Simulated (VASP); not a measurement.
Pt:

```
Pt
1.0
     0.00000    1.96000    1.96000
     1.96000    0.00000    1.96000
     1.96000    1.96000    0.00000
Pt
1
Direct
  0.00000 0.00000 0.00000
```

Base run:

| Quantity | Value |
| --- | --- |
| Program | VASP 6.6.1 |
| Functional | r2SCAN |
| Potentials or basis | VASP PAW PBE potentials, release 64 (Pt_sv_GW) |
| Cutoff | 550 eV |
| k mesh | 12 × 12 × 12 |
| Occupations | gaussian, width 0.05 eV |
| Spin | non-collinear spin, zero start, spin-orbit coupling |
| Starting moments | [[0.0, 0.0, 0.0]] μB |

Its results: pressure 3.7 GPa; net moment 0.00 μB per cell.

Problem. The run is repeated on the same cell with these changes: potentials or basis from VASP PAW PBE potentials, release 64 (Pt_sv_GW) to VASP PAW PBE potentials, release 64 (Pt); cutoff from 550 eV to 520 eV; further incar settings from ALGO = Normal; EDIFF = 1e-06; NBANDS = 29 to ALGO = Normal; EDIFF = 1e-06; NBANDS = 21; valence electrons from 18 to 10. What comes out?

Solution. Pressure 5.7 GPa; net moment 0.00 μB per cell.

Caveats: the PAW data sets were made with another functional, which shifts forces and pressure a little.
